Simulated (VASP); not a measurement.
# Al12Cl in VASP: further runs

Al12Cl is run at these levels: PBE; tasks: single point.

Everything below comes from runs of VASP 6.6.1. Logs are shortened: lines on timing, memory, paths and dates and some standing lists are left out, and cuts for length are marked.

## 1. The cell of the first run

The cell holds a slab with vacuum, 13 atoms: a = 5.714 Å, b = 5.714 Å, c = 20.101 Å, α = 90.00°, β = 90.00°, γ = 120.00°.

## 2. Single point, PBE

The input, INCAR:

```
SYSTEM = Al12Cl
PREC = Accurate
ENCUT = 520
EDIFF = 1E-6
ISMEAR = 0
SIGMA = 0.1
LREAL = .FALSE.
LASPH = .TRUE.
NELM = 100
ALGO = Normal
ISIF = 2
LWAVE = .FALSE.
LCHARG = .FALSE.
LDIPOL = .TRUE.
IDIPOL = 3
DIPOL = 0.5 0.5 0.330
GGA = PE
NBANDS = 34
```

The input, KPOINTS:

```
regular mesh
0
G
  6 6 1
  0 0 0
```

The input, POSCAR:

```
Al12Cl
1.0
    5.7135165838      0.0000000000      0.0000000000
   -2.8567582919      4.9480505065      0.0000000000
    0.0000000000      0.0000000000     20.1013781901
Al Cl
12 1
Direct
    0.3333333333      0.1666666666      0.1989913310
    0.3333333333      0.6666666666      0.1989913310
    0.8333333333      0.1666666666      0.1989913310
    0.8333333333      0.6666666666      0.1989913310
    0.1666666667      0.3333333334      0.3134471574
    0.1666666667      0.8333333333      0.3134471574
    0.6666666667      0.3333333333      0.3134471574
    0.6666666667      0.8333333333      0.3134471574
    0.0000000000      0.0000000000      0.4278999235
    0.0000000000      0.5000000000      0.4278999235
    0.5000000000      0.0000000000      0.4278999235
    0.5000000000      0.5000000000      0.4278999235
    0.0000000000      0.2500000000      0.5318787343
```

Potentials or basis: VASP PAW PBE potentials, release 64 (Al, Cl).

Started as:

```
> cat potpaw_PBE.64/Al/POTCAR potpaw_PBE.64/Cl/POTCAR > POTCAR
> mpirun -np 1 vasp_std > vasp.out
```

OUTCAR:

```text
SYSTEM = Al12Cl
   PREC = Accurate
   ENCUT = 520
   EDIFF = 1E-6
   ISMEAR = 0
   LREAL = .FALSE.
   LASPH = .TRUE.
   NELM = 100
   ISIF = 2
   GGA = PE

 ion  position               nearest neighbor table
   1  0.333  0.167  0.199-   6 2.83   5 2.83   7 2.83   4 2.86   2 2.86   2 2.86   4 2.86   3 2.86
                             3 2.86
   2  0.333  0.667  0.199-   5 2.83   6 2.83   8 2.83   3 2.86   1 2.86   1 2.86   3 2.86   4 2.86
                             4 2.86
   3  0.833  0.167  0.199-   8 2.83   7 2.83   5 2.83   4 2.86   2 2.86   4 2.86   2 2.86   1 2.86
                             1 2.86
   4  0.833  0.667  0.199-   7 2.83   8 2.83   6 2.83   3 2.86   1 2.86   3 2.86   1 2.86   2 2.86
                             2 2.86
   5  0.167  0.333  0.313-  12 2.83  10 2.83   9 2.83   2 2.83   1 2.83   3 2.83   6 2.86   8 2.86
                             7 2.86   8 2.86   7 2.86   6 2.86
   6  0.167  0.833  0.313-  10 2.83  11 2.83   9 2.83   1 2.83   2 2.83   4 2.83   5 2.86   7 2.86
                             7 2.86   8 2.86   8 2.86   5 2.86
   7  0.667  0.333  0.313-  11 2.83  10 2.83  12 2.83   4 2.83   3 2.83   1 2.83   5 2.86   8 2.86
                             6 2.86   8 2.86   6 2.86   5 2.86
   8  0.667  0.833  0.313-  12 2.83   9 2.83  11 2.83   3 2.83   4 2.83   2 2.83   5 2.86   7 2.86
                             7 2.86   6 2.86   6 2.86   5 2.86
   9  0.000  0.000  0.428-  13 2.53   8 2.83   5 2.83   6 2.83  12 2.86  10 2.86  10 2.86  12 2.86
                            11 2.86  11 2.86
  10  0.000  0.500  0.428-  13 2.53   6 2.83   7 2.83   5 2.83  11 2.86   9 2.86   9 2.86  11 2.86
                            12 2.86  12 2.86
  11  0.500  0.000  0.428-   7 2.83   6 2.83   8 2.83  10 2.86  12 2.86  12 2.86  10 2.86   9 2.86
                             9 2.86
  12  0.500  0.500  0.428-   8 2.83   5 2.83   7 2.83   9 2.86  11 2.86  11 2.86   9 2.86  10 2.86
                            10 2.86
  13  0.000  0.250  0.532-   9 2.53  10 2.53

  LATTYP: Found a hexagonal cell.
 ALAT       =     5.7135165838
 C/A-ratio  =     3.5182147274

  Lattice vectors:

 A1 = (   5.7135165838,   0.0000000000,   0.0000000000)
 A2 = (  -2.8567582919,   4.9480505065,   0.0000000000)
 A3 = (   0.0000000000,   0.0000000000,  20.1013781901)

Analysis of symmetry for initial positions (statically):
=====================================================================
 Subroutine PRICEL returns:
 Original cell was already a primitive cell.

 Routine SETGRP: Setting up the symmetry group for a
 hexagonal supercell.

 Subroutine GETGRP returns: Found  2 space group operations
 (whereof  1 operations were pure point group operations)
 out of a pool of 24 trial point group operations.

The static configuration has the point symmetry C_1 .
[... 149 lines left out ...]
   LORBIT       =      0    0 simple, 1 ext, 2 COOP (PROOUT), +10 PAW based schemes
   GGA     = PE    functional components
   LHFCALC =     F    Hartree Fock is set to
   AEXX    =    0.0000 exact exchange contribution
   IVDW    =     0    specifies the selected vdW correction
   LEPSILON=     F    determine dielectric tensor
   LRPA    =     F    only Hartree local field effects (RPA)
 non-spin polarized calculation
 Gauss-broadening in eV      SIGMA  =   0.10
  energy-cutoff  :      520.00
  volume of cell :      568.28
 maximum number of plane-waves:     15351
   NGX = 21   NGY = 21   NGZ = 75

 dipolmoment           0.000000      0.000000     -0.038480 electrons x Angstroem

 number of electron      43.0000002 magnetization

 dipolmoment           0.000000      0.000000      0.125010 electrons x Angstroem

 Free energy of the ion-electron system (eV)
  ---------------------------------------------------
  ext. energy  EPLUGINS =         0.00000000
  ---------------------------------------------------
  free energy    TOTEN  =       -45.62346949 eV

  energy without entropy =      -45.58792399  energy(sigma->0) =      -45.60569674

 E-fermi :   0.3622     XC(G=0):  -4.7557

 val. band max:        0.3450447658   @ k =   0.5000   0.3333   0.0000
 cond. band min:       0.3656841692   @ k =   0.3333   0.1667   0.0000
 fundamental gap:      0.0206394034
 Fermi energy:         0.3621720361

 k-point     1 :       0.0000    0.0000    0.0000
  band No.  band energies     occupation
      1     -15.5893      2.00000
      2     -10.2762      2.00000
      3      -8.5868      2.00000
      4      -6.0694      2.00000
      5      -4.7733      2.00000
      6      -4.7162      2.00000
[... 457 lines left out ...]
     32       3.6602      0.00000
     33       3.7297      0.00000
 [bands above 33 left out]

------------------------ aborting loop because EDIFF is reached ----------------------------------------

 vacuum level on the upper side and lower side of the slab       (xc-potential included)         0.359        -0.417

  FORCE on cell =-STRESS in cart. coord.  units (eV):
  Direction    XX          YY          ZZ          XY          YZ          ZX
  --------------------------------------------------------------------------------------
  -------------------------------------------------------------------------------------
  Total       -2.4468537     -3.1635849      0.6772709      0.6207074     -0.1280970     -0.2218705
  in kB       -6.8985074     -8.9192147      1.9094554      1.7499839     -0.3611487     -0.6255278
  external PRESSURE =      -4.6360889 kB  Pullay stress =       0.0000000 kB

 VOLUME and BASIS-vectors are now :
 -----------------------------------------------------------------------------
  energy-cutoff  :      520.00
  volume of cell :      568.28
      direct lattice vectors                 reciprocal lattice vectors
     5.713516584  0.000000000  0.000000000     0.175023558  0.101049898  0.000000000
    -2.856758292  4.948050506  0.000000000     0.000000000  0.202099796  0.000000000
     0.000000000  0.000000000 20.101378190     0.000000000  0.000000000  0.049747833

 POSITION                                       TOTAL-FORCE (eV/Angst)
 -----------------------------------------------------------------------------------
      1.42838      0.82468      4.00000         0.072596     -0.000092     -0.059129
     -0.00000      3.29870      4.00000         0.036218      0.062916     -0.059129
      4.28514      0.82468      4.00000        -0.084050     -0.048526      0.011442
      2.85676      3.29870      4.00000        -0.045006     -0.025984     -0.097132
      0.00000      1.64935      6.30072         0.025908      0.014958      0.246133
     -1.42838      4.12338      6.30072         0.064526      0.037254     -0.116110
      2.85676      1.64935      6.30072        -0.021665      0.029613     -0.009569
      1.42838      4.12338      6.30072         0.014813     -0.033568     -0.009569
      0.00000      0.00000      8.60138         0.137704     -0.148194      0.295580
     -1.42838      2.47403      8.60138        -0.059487      0.193352      0.295580
      2.85676      0.00000      8.60138        -0.340210     -0.196420     -0.278827
      1.42838      2.47403      8.60138         0.257404      0.148612     -0.225904
     -0.71419      1.23701     10.69150        -0.058751     -0.033920      0.006633
 -----------------------------------------------------------------------------------
    total drift:                               -0.000000     -0.000000      0.000109

  FREE ENERGIE OF THE ION-ELECTRON SYSTEM (eV)
  ---------------------------------------------------
  free  energy   TOTEN  =       -45.6234694880 eV

  energy  without entropy=      -45.5879239936  energy(sigma->0) =      -45.60569674

 vacuum level on the upper side and lower side of the slab         5.081         4.282
```

OSZICAR:

```text
N       E                     dE             d eps       ncg     rms          rms(c)
DAV:   1     0.172508139010E+03    0.17251E+03   -0.13323E+04   884   0.904E+02
DAV:   2    -0.268130249989E+02   -0.19932E+03   -0.19222E+03  1308   0.160E+02
DAV:   3    -0.469163840576E+02   -0.20103E+02   -0.19151E+02  1160   0.445E+01
[... 20 lines left out ...]
DAV:  24    -0.456234613499E+02   -0.10622E-04   -0.89098E-07   852   0.292E-03    0.126E-03
DAV:  25    -0.456234660435E+02   -0.46935E-05   -0.26478E-07   760   0.193E-03    0.811E-04
DAV:  26    -0.456234683074E+02   -0.22639E-05   -0.18319E-07   716   0.134E-03    0.605E-04
DAV:  27    -0.456234693718E+02   -0.10644E-05   -0.12806E-07   750   0.142E-03    0.102E-03
DAV:  28    -0.456234694880E+02   -0.11624E-06   -0.37717E-08   728   0.828E-04
   1 F= -.45623469E+02 E0= -.45605697E+02  d E =-.355455E-01
```

Wall time 6.1 min (1 thread of Intel Xeon Platinum 8488C (Sapphire Rapids), shared host); peak memory 0.67 GiB.

What came out:

```yaml
Free_energy: -45.6235 eV
Largest_force: 0.482 eV/Å
Band_gap_on_the_k_mesh: zero (an odd number of electrons rules out a gap without spin polarisation)
```

Forces on the atoms (eV/Å):
```
Al   0.073  0.000 -0.059
Al   0.036  0.063 -0.059
Al  -0.084 -0.049  0.011
Al  -0.045 -0.026 -0.097
Al   0.026  0.015  0.246
Al   0.065  0.037 -0.116
Al  -0.022  0.030 -0.010
Al   0.015 -0.034 -0.010
Al   0.138 -0.148  0.296
Al  -0.059  0.193  0.296
Al  -0.340 -0.196 -0.279
Al   0.257  0.149 -0.226
Cl  -0.059 -0.034  0.007
```

Caveat: an odd number of electrons without spin polarisation forces a metal; a magnetic or distorted state may lie lower.

## 3. Single point, PBE

The input, INCAR:

```
PREC = Accurate
ENCUT = 520
EDIFF = 1E-6
ISMEAR = 0
SIGMA = 0.1
LREAL = F
LASPH = T
NELM = 60
ALGO = Normal
ISIF = 2
LWAVE = F
LCHARG = F
LDIPOL = T
IDIPOL = 3
DIPOL = 0.5 0.5 0.331
GGA = PE
NBANDS = 34
```

The input, KPOINTS:

```
regular mesh
0
Gamma
  6 6 1
```

The input, POSCAR:

```
Al12Cl
1.0
    5.7135165838      0.0000000000      0.0000000000
   -2.8567582919      4.9480505065      0.0000000000
    0.0000000000      0.0000000000     20.1013781901
Al Cl
12 1
Direct
    0.3333333334      0.1666666667      0.1989913310
    0.3333333334      0.6666666667      0.1989913310
    0.8333333334      0.1666666667      0.1989913310
    0.8333333333      0.6666666667      0.1989913310
    0.1666666667      0.3333333333      0.3134471574
    0.1666666667      0.8333333333      0.3134471574
    0.6666666667      0.3333333333      0.3134471574
    0.6666666667      0.8333333333      0.3134471574
    0.0000000000      0.0000000000      0.4278999235
    0.0000000000      0.5000000000      0.4278999235
    0.5000000000      0.0000000000      0.4278999235
    0.5000000000      0.5000000000      0.4278999235
    0.0833333334      0.1666666667      0.5356551669
```

Potentials or basis: VASP PAW PBE potentials, release 64 (Al, Cl).

Started as:

```
> cat potpaw_PBE.64/Al/POTCAR potpaw_PBE.64/Cl/POTCAR > POTCAR
> mpirun -np 1 vasp_std > vasp.out
```

Wall time 5.9 min (1 thread of Intel Xeon Platinum 8488C (Sapphire Rapids), shared host); peak memory 0.66 GiB.

Results (log left out):

* Free energy: -45.6476 eV
* Largest force: 0.636 eV/Å
* Band gap on the k mesh: zero (an odd number of electrons rules out a gap without spin polarisation)

Forces on the atoms (eV/Å):
```
Al   0.090 -0.014 -0.030
Al   0.000  0.069 -0.046
Al  -0.090 -0.014 -0.030
Al   0.000 -0.032 -0.092
Al   0.000  0.067  0.207
Al   0.073 -0.027 -0.018
Al   0.000  0.055 -0.088
Al  -0.073 -0.027 -0.018
Al   0.000 -0.123  0.624
Al  -0.160  0.136 -0.116
Al   0.000 -0.079 -0.272
Al   0.160  0.136 -0.116
Cl   0.000 -0.146 -0.006
```

Levels at points of the mesh, in eV from the Fermi level:
```
           k point  band 18  band 19  band 20  band 21  band 22  band 23  band 24  band 25  band 26  band 27
(0.00, 0.00, 0.00)    -2.66    -2.47    -2.23    -0.44    -0.31    -0.30    -0.13     0.04     0.16     1.03
(0.50, 0.00, 0.00)    -0.88    -0.56    -0.52    -0.28    -0.17     0.87     0.95     1.40     1.48     1.56
(0.00, 0.50, 0.00)    -0.84    -0.55    -0.54    -0.26    -0.23     0.89     0.91     1.40     1.49     1.56
```

Caveat: an odd number of electrons without spin polarisation forces a metal; a magnetic or distorted state may lie lower.

## 4. Single point, PBE

The input, INCAR:

```
SYSTEM = Al12Cl
PREC = Accurate
ENCUT = 520
EDIFF = 1E-6
ISMEAR = 0
SIGMA = 0.1
LREAL = .False.
LASPH = .True.
NELM = 80
ALGO = Normal
ISIF = 2
LWAVE = .False.
LCHARG = .False.
LDIPOL = .True.
IDIPOL = 3
DIPOL = 0.5 0.5 0.331
GGA = PE
NBANDS = 34
```

The input, KPOINTS:

```
regular mesh
0
Gamma
  6 6 1
  0 0 0
```

The input, POSCAR:

```
Al12Cl
1.0
    5.7135165838      0.0000000000      0.0000000000
   -2.8567582919      4.9480505065      0.0000000000
    0.0000000000      0.0000000000     20.1013781901
Al Cl
12 1
Direct
    0.3333333333      0.1666666667      0.1989913310
    0.3333333333      0.6666666666      0.1989913310
    0.8333333333      0.1666666667      0.1989913310
    0.8333333333      0.6666666666      0.1989913310
    0.1666666667      0.3333333333      0.3134471574
    0.1666666667      0.8333333334      0.3134471574
    0.6666666667      0.3333333333      0.3134471574
    0.6666666667      0.8333333333      0.3134471574
    0.0000000000      0.0000000000      0.4278999235
    0.0000000000      0.5000000000      0.4278999235
    0.5000000000      0.0000000000      0.4278999235
    0.5000000000      0.5000000000      0.4278999235
    0.1666666667      0.0833333333      0.5353337791
```

Potentials or basis: VASP PAW PBE potentials, release 64 (Al, Cl).

Started as:

```
> cat potpaw_PBE.64/Al/POTCAR potpaw_PBE.64/Cl/POTCAR > POTCAR
> mpirun -np 1 vasp_std > vasp.out
```

OUTCAR:

```text
SYSTEM = Al12Cl
   PREC = Accurate
   ENCUT = 520
   EDIFF = 1E-6
   ISMEAR = 0
   LREAL = .False.
   LASPH = .True.
   NELM = 80
   ISIF = 2
   GGA = PE

 ion  position               nearest neighbor table
   1  0.333  0.167  0.199-   5 2.83   6 2.83   7 2.83   2 2.86   4 2.86   3 2.86   3 2.86   4 2.86
                             2 2.86
   2  0.333  0.667  0.199-   5 2.83   6 2.83   8 2.83   1 2.86   3 2.86   4 2.86   4 2.86   3 2.86
                             1 2.86
   3  0.833  0.167  0.199-   7 2.83   8 2.83   5 2.83   4 2.86   2 2.86   1 2.86   1 2.86   2 2.86
                             4 2.86
   4  0.833  0.667  0.199-   7 2.83   8 2.83   6 2.83   3 2.86   1 2.86   2 2.86   2 2.86   1 2.86
                             3 2.86
[... 710 lines left out ...]
    -2.856758292  4.948050506  0.000000000     0.000000000  0.202099796  0.000000000
     0.000000000  0.000000000 20.101378190     0.000000000  0.000000000  0.049747833

 POSITION                                       TOTAL-FORCE (eV/Angst)
 -----------------------------------------------------------------------------------
      1.42838      0.82468      4.00000         0.055048      0.031782      0.008955
     -0.00000      3.29870      4.00000         0.006176      0.003566     -0.054844
      4.28514      0.82468      4.00000        -0.042956      0.027718     -0.075538
      2.85676      3.29870      4.00000         0.002527     -0.051060     -0.075538
      0.00000      1.64935      6.30072         0.002634      0.054726      0.127266
     -1.42838      4.12338      6.30072         0.048711     -0.025082      0.127266
      2.85676      1.64935      6.30072         0.022223      0.012830     -0.055469
      1.42838      4.12338      6.30072        -0.083966     -0.048478     -0.071153
      0.00000      0.00000      8.60138        -0.182000     -0.105078      0.574966
     -1.42838      2.47403      8.60138        -0.120547     -0.069598     -0.219896
      2.85676      0.00000      8.60138         0.271709     -0.051788     -0.139475
      1.42838      2.47403      8.60138         0.091005      0.261200     -0.139475
      0.71419      0.41234     10.76095        -0.070564     -0.040740     -0.007064
 -----------------------------------------------------------------------------------
    total drift:                               -0.000040     -0.000023      0.000012

  FREE ENERGIE OF THE ION-ELECTRON SYSTEM (eV)
  ---------------------------------------------------
  free  energy   TOTEN  =       -45.6679227165 eV

  energy  without entropy=      -45.6329529507  energy(sigma->0) =      -45.65043783

 vacuum level on the upper side and lower side of the slab         5.222         4.181
```

stdout:

```text
POSCAR found type information on POSCAR AlCl
 POSCAR found :  2 types and      13 ions
 scaLAPACK will be used
 LDA part: xc-table for (Slater+PW92), standard interpolation
 POSCAR, INCAR and KPOINTS ok, starting setup
 FFT: planning ... GRIDC
 FFT: planning ... GRID_SOFT
 FFT: planning ... GRID
 WAVECAR not read
 entering main loop
```

Wall time 6.4 min (1 thread of Intel Xeon Platinum 8488C (Sapphire Rapids), shared host); peak memory 0.67 GiB.

Results:

```
Free energy            : -45.6679 eV
Largest force          : 0.612 eV/Å
Band gap on the k mesh : zero (an odd number of electrons rules out a gap without spin polarisation)
```

Forces in eV/Å, atoms in the order of the input:
```
Al   0.055  0.032  0.009
Al   0.006  0.004 -0.055
Al  -0.043  0.028 -0.076
Al   0.003 -0.051 -0.076
Al   0.003  0.055  0.127
Al   0.049 -0.025  0.127
Al   0.022  0.013 -0.055
Al  -0.084 -0.048 -0.071
Al  -0.182 -0.105  0.575
Al  -0.121 -0.070 -0.220
Al   0.272 -0.052 -0.139
Al   0.091  0.261 -0.139
Cl  -0.071 -0.041 -0.007
```

Levels at points of the mesh, in eV from the Fermi level:
```
           k point  band 18  band 19  band 20  band 21  band 22  band 23  band 24  band 25  band 26  band 27
(0.00, 0.00, 0.00)    -2.79    -2.57    -2.13    -0.46    -0.32    -0.30    -0.08     0.04     0.15     1.01
(0.50, 0.00, 0.00)    -0.99    -0.56    -0.54    -0.28    -0.10     0.87     0.99     1.41     1.50     1.59
(0.00, 0.50, 0.00)    -0.90    -0.56    -0.50    -0.24    -0.20     0.87     0.92     1.37     1.46     1.57
```

Caveat: an odd number of electrons without spin polarisation forces a metal; a magnetic or distorted state may lie lower.

## 5. The runs side by side

```csv
cell,gap on the mesh (eV),largest force (eV/Å)
"as given, atomic positions A",none,0.48
"as given, atomic positions B",none,0.64
"as given, atomic positions C",none,0.61
```

Alike in all rows: task single point; level PBE; potentials or basis VASP PAW PBE potentials, release 64 (Al, Cl); no spin polarisation; k mesh 6 × 6 × 1; cutoff (eV) 520; smearing gaussian 0.1 eV.

Caveats: an odd number of electrons without spin polarisation forces a metal; a magnetic or distorted state may lie lower.

Total energies depend on the potentials used, so only differences within one code and one set of settings carry meaning.
